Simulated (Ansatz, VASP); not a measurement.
## One calculation of Al, two programs

The input INCAR:

```
ALGO = Fast
EDIFF = 1E-6
ENCUT = 520
GGA = PE
ISIF = 2
ISMEAR = 0
LASPH = T
LCHARG = F
LREAL = F
LWAVE = F
NBANDS = 10
NELM = 100
PREC = Accurate
SIGMA = 0.15
```

Contents of KPOINTS:

```
k-points
0
Gamma
  20 20 12
```

File POSCAR:

```
Al
1.0
   -1.5743227167      1.5743227167      1.6175102401
    1.5743227167     -1.5743227167      1.6175102401
    3.1486454333      3.1486454333      0.0000000000
Al
2
Direct
    0.0781637664     -0.0781637664      0.0000000000
    0.4218362336      0.5781637664      0.5000000000
```

Input for Ansatz:

```yaml
crystal:
  lattice:
    - [-1.5743227167, 1.5743227167, 1.6175102401]
    - [1.5743227167, -1.5743227167, 1.6175102401]
    - [3.1486454333, 3.1486454333, 0.0]
  atoms:
    - { symbol: Al, position: [0.0781637664, -0.0781637664, 0.0] }
    - { symbol: Al, position: [0.4218362336, 0.5781637664, 0.5] }
basis:
  ecutwfc: 420
kpoints:
  mp_grid: { grid: [20, 20, 12] }
hamiltonian:
  xc: pbe
scf:
  occupations: { method: gaussian, width: 0.15 }
output:
  forces: true
  stress: true
  eigenvalues: true
```

Change from the starting cell: mode 1 frozen in at -0.358 Å, equal normal strain along x and y -0.0267.

Alike in both runs: task single point; functional PBE; k mesh 20 × 20 × 12; occupations gaussian, width 0.15 eV; no spin polarisation.

|  | VASP | Ansatz |
| --- | --- | --- |
| version | VASP 6.6.1 | Ansatz 0.2.0 |
| potentials or method | VASP PAW PBE potentials, release 64 (Al), cutoff 520 eV | scalar-relativistic, plane waves, PAW |
| valence electrons in the cell | 6 | 6 |

Ansatz gave:

- gap on the k mesh at the Fermi level (eV): none
- pressure (GPa): 5.4
- traceless stress, the component that is largest in VASP (GPa): -3.27
- rms of the force components (eV/Å): 0.118

Question: What did VASP give for the same quantities?

Answer: gap on the k mesh at the Fermi level (eV): none; pressure (GPa): 5.4; traceless stress, the component that is largest in VASP (GPa): -3.25; rms of the force components (eV/Å): 0.117.

Atom by atom the forces differ by 0.001 eV/Å (rms over components). A gap of «none» marks a metal or a gap that the smearing closes. With one functional, cell and mesh, what is left measures potentials, basis and numerics.
